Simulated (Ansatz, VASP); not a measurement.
**MoS in VASP and in Ansatz**

INCAR

```
SYSTEM = MoS
  PREC = Accurate
  ENCUT = 500
  EDIFF = 1E-6
  ISMEAR = 0
  SIGMA = 0.1
  LREAL = .FALSE.
  LASPH = .TRUE.
  NELM = 200
  ALGO = Normal
  ISIF = 2
  LWAVE = .FALSE.
  LCHARG = .FALSE.
  ISPIN = 2
  MAGMOM = 2 -2 0 0
  LORBIT = 11
  LMAXMIX = 4
  GGA = PS
  NBANDS = 32
  GGA_COMPAT = .FALSE.
  KPAR = 4
```

The input KPOINTS:

```
Automatic mesh
0
G
  18 18 8
  0 0 0
```

File POSCAR:

```
MoS
1.0
    3.1903878422      0.0000000000      0.0000000000
   -1.5951939211      2.7629569193      0.0000000000
    0.0000000000      0.0000000000      6.4037196636
Mo S
2 2
Direct
    0.0000000000      0.0000000000      0.0000000000
    0.0000000000      0.0000000000      0.5000000000
    0.3333333333      0.6666666667      0.2500000000
    0.6666666667      0.3333333333      0.7500000000
```

Input for Ansatz:

```yaml
crystal:
  lattice:
    - [3.1903878422, 0.0, 0.0]
    - [-1.5951939211, 2.7629569193, 0.0]
    - [0.0, 0.0, 6.4037196636]
  atoms:
    - { symbol: Mo, position: [0.0, 0.0, 0.0], spin: 2.0 }
    - { symbol: Mo, position: [0.0, 0.0, 0.5], spin: -2.0 }
    - { symbol: S, position: [0.3333333333, 0.6666666667, 0.25] }
    - { symbol: S, position: [0.6666666667, 0.3333333333, 0.75] }
basis:
  ecutwfc: 420
kpoints:
  mp_grid: { grid: [18, 18, 8] }
hamiltonian:
  xc: pbesol
scf:
  occupations: { method: gaussian, width: 0.1 }
  lower_state_search: "off"
output:
  forces: true
  stress: true
  eigenvalues: true
  populations: true
magnetization:
  spin_polarized: true
```

Alike in both runs: task single point; functional PBEsol; k mesh 18 × 18 × 8; occupations gaussian, width 0.1 eV; collinear spin.

```csv
,VASP,Ansatz
version,VASP 6.6.1,Ansatz 0.2.0
potentials or method,"VASP PAW PBE potentials, release 64 (Mo_sv, S), cutoff 500 eV","scalar-relativistic, plane waves, PAW"
valence electrons in the cell,40,40
```

|  | VASP | Ansatz | Ansatz less VASP |
| --- | --- | --- | --- |
| gap on the k mesh at the Fermi level (eV) | none | none | - |
| pressure (GPa) | 0.4 | 0.0 | -0.35 |
| traceless stress, the component that is largest in VASP (GPa) | 0.17 | 0.00 | -0.173 |
| net moment per atom (μB) | 0.00 | 0.00 | 0.000 |

VASP's potentials were made for PBE, not for PBEsol. A gap of «none» marks a metal or a gap that the smearing closes. The functional is the same, so the differences come from potentials, cutoffs and numerics. Ansatz's warnings: seeded moment not kept.
